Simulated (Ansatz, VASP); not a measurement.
Given: the input of a run of Ansatz 0.2.0 on ZrB2.

Contents of input.yaml:

```yaml
crystal:
  lattice:
    - [3.17, 0.0, 0.0]
    - [-1.585, 2.74530053, 0.0]
    - [0.0, 0.0, 3.533]
  atoms:
    - { symbol: Zr, position: [0.0, 0.0, 0.0] }
    - { symbol: B, position: [0.6666666667, 0.3333333333, 0.5] }
    - { symbol: B, position: [0.3333333333, 0.6666666667, 0.5] }
hamiltonian:
  xc: pbe
  pseudopotentials: { kind: paw }
  dispersion: d4
kpoints:
  mp_grid: { grid: [10, 10, 8] }
scf:
  occupations: { method: fermi_dirac, width: 0.05 }
output:
  forces: true
  stress: true
  eigenvalues: true
relax:
  f_tol: 0.01
  max_steps: 40
  cell: { stress_tol: 0.05 }
```

Potentials or basis: Ansatz PAW.

Launch:

```sh
$ ansatz run input.yaml --threads 2 --pin off --max-ram 5632MiB --backend cpu --events-out ev --progress --plain --runs-dir out
```

Task: Set up the same calculation for VASP 6.6.1. Potentials there: VASP PAW PBE potentials, release 64 (Zr_sv, B).

Result: As run (the cutoff follows the program's own potentials):

Contents of INCAR:

```
PREC = Accurate ; ENCUT = 600
EDIFF = 1E-6 ; ISMEAR = -1
SIGMA = 0.05 ; LREAL = F
LASPH = T ; NELM = 100
ALGO = Normal ; ISIF = 3
LWAVE = F ; LCHARG = F
GGA = PE ; IVDW = 13
IBRION = 2 ; NSW = 60
EDIFFG = -0.01
```

The input KPOINTS:

```
regular mesh
0
Gamma
  10 10 8
```

Contents of POSCAR:

```
ZrB2
1.0
    3.1700000000      0.0000000000      0.0000000000
   -1.5850000000      2.7453005300      0.0000000000
    0.0000000000      0.0000000000      3.5330000000
Zr B
1 2
Direct
    0.0000000000      0.0000000000      0.0000000000
    0.6666666667      0.3333333333      0.5000000000
    0.3333333333      0.6666666667      0.5000000000
```

Potentials or basis: VASP PAW PBE potentials, release 64 (Zr_sv, B).

Command:

```sh
$ cat potpaw_PBE.64/Zr_sv/POTCAR potpaw_PBE.64/B/POTCAR > POTCAR
$ mpirun -np 1 vasp_std > vasp.out
```

Both were run:

|  | VASP | Ansatz | Ansatz less VASP |
| --- | --- | --- | --- |
| gap on the k mesh at the Fermi level, each at its own relaxed structure (eV) | none | none | - |
| relaxed volume (Å³/atom) | 10.04 | 10.04 | -0.006 |
| relaxed cell length with the largest relative difference (Å) | 3.502 | 3.500 | -0.0013 |

A gap of «none» marks a metal or a gap that the smearing closes.

Noted on Ansatz's run: the plane-wave basis is chosen anew once the cell has moved, so the energies of steps on either side of that aren't comparable.
